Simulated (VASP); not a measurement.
Input of a VASP 6.6.1 run:

The input INCAR:

```
SYSTEM = TaMo2C3
PREC = Accurate ; ENCUT = 600
EDIFF = 1E-6 ; ISMEAR = 0
SIGMA = 0.1 ; LREAL = .False.
LASPH = .True. ; NELM = 200
ALGO = Normal ; ISIF = 2
LWAVE = .False. ; LCHARG = .False.
ISPIN = 2 ; MAGMOM = 0 1 1 0 0 0
LORBIT = 11 ; LMAXMIX = 4
GGA = PE ; NBANDS = 38
GGA_COMPAT = .False.
```

The input KPOINTS:

```
regular mesh
0
Gamma
  6 6 6
  0 0 0
```

File POSCAR:

```
TaMo2C3
1.0
    2.3605093022      1.3628406811      5.1843947076
   -2.3605093022      1.3628406811      5.1843947076
    0.0000000000     -2.7256813621      5.1843947076
Ta Mo C
1 2 3
Direct
    0.1836229271      0.1836229271      0.1836229271
    0.4499784814      0.4499784814      0.4499784814
    0.6126946045      0.6126946045      0.6126946045
    0.4226761778      0.1076928515      0.4226761778
    0.1076928515      0.4226761778      0.4226761778
    0.4226761778      0.4226761778      0.1076928515
```

Potentials or basis: VASP PAW PBE potentials, release 64 (Ta_pv, Mo_sv, C).

Run with:

```bash
$ cat potpaw_PBE.64/Ta_pv/POTCAR potpaw_PBE.64/Mo_sv/POTCAR potpaw_PBE.64/C/POTCAR > POTCAR
$ mpirun -np 1 vasp_std > vasp.out
```

Estimate the largest force.

0.121 eV/Å.

Predict the net moment.

0.00 μB per cell.

Estimate the pressure.

0.2 GPa.

Forces on the atoms (eV/Å):
```
Ta   0.000  0.000 -0.052
Mo   0.000  0.000  0.024
Mo   0.000  0.000  0.037
C    0.105 -0.060 -0.003
C   -0.105 -0.060 -0.003
C    0.000  0.121 -0.003
```
